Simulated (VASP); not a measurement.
Ta2Ti:

```
Ti Ta
1.0
     4.18958    0.00000    0.00000
    -2.09479    3.62828    0.00000
     0.00000    0.00000    7.53914
Ti Ta
2 4
Direct
  0.00000 0.00000 0.00000
  0.00000 0.00000 0.50000
  0.33333 0.66667 0.51566
  0.66667 0.33333 0.01566
  0.66667 0.33333 0.48434
  0.33333 0.66667 0.98434
```

| Quantity | Value |
| --- | --- |
| Program | VASP 6.6.1 |
| Task | relaxation of cell and atoms |
| Functional | PBE |
| Potentials or basis | VASP PAW PBE potentials, release 64 (Ti_sv, Ta_pv) |
| Cutoff | 600 eV |
| k mesh | 6 × 6 × 2 |
| Occupations | gaussian, width 0.1 eV |
| Spin | no spin polarisation |

At the start: pressure 41.3 GPa; volume 19.10 Å³/atom.

Task: Where does the relaxation end?

Result: Over 20 steps the energy falls by 1883.8 meV/atom and the volume is 18.85 Å³/atom (-1.3 %); space group P6/mmm (No. 191, to 0.05 Å).

Step by step:
| step | energy change (eV) | largest force (eV/Å) | pressure (GPa) | volume (Å³) |
| --- | --- | --- | --- | --- |
| 1 | 0.0000 | 0.1105 | 41.27 | 114.60 |
| 2 | 0.4534 | 0.3837 | -25.03 | 204.96 |
| 3 | -6.2786 | 0.2343 | -12.54 | 151.52 |
| 4 | -6.3583 | 0.3690 | -10.09 | 148.09 |
| 5 | -6.3672 | 0.4413 | -8.45 | 146.00 |
| 6 | -9.5236 | 0.5855 | -7.84 | 128.55 |
| 7 | 78.6725 | 22.5320 | 518.19 | 70.63 |
| 8 | -9.6507 | 1.2619 | -6.57 | 126.81 |
| 9 | -10.5356 | 2.5992 | -2.24 | 118.70 |
| 10 | -5.0940 | 8.0486 | 40.67 | 95.37 |
| 11 | -10.5215 | 3.1822 | -0.48 | 116.61 |
| 12 | -10.4332 | 2.5307 | 10.52 | 106.51 |
| 13 | -11.1326 | 1.3192 | 2.75 | 111.15 |
| 14 | -11.1356 | 1.1462 | 3.08 | 110.86 |
| 15 | -11.1830 | 0.6232 | -2.09 | 115.94 |
| 16 | -11.3022 | 0.0076 | -0.41 | 113.47 |
| 17 | -11.3024 | 0.0298 | -0.35 | 113.40 |
| 18 | -11.3023 | 0.0467 | -0.30 | 113.35 |
| 19 | -11.3024 | 0.0015 | 0.36 | 112.84 |
| 20 | -11.3027 | 0.0221 | 0.05 | 113.09 |

Final structure:
```
Ti Ta
1.0
     4.88133    0.00000    0.00000
    -2.44067    4.22736    0.00000
     0.00000    0.00000    5.48044
Ti Ta
2 4
Direct
  0.00000 0.00000 0.00000
  0.00000 0.00000 0.50000
  0.33333 0.66667 0.50012
  0.66667 0.33333 0.00012
  0.66667 0.33333 0.49988
  0.33333 0.66667 0.99988
```

Caveat: the k points lie up to 0.57 Å⁻¹ apart in the final cell.
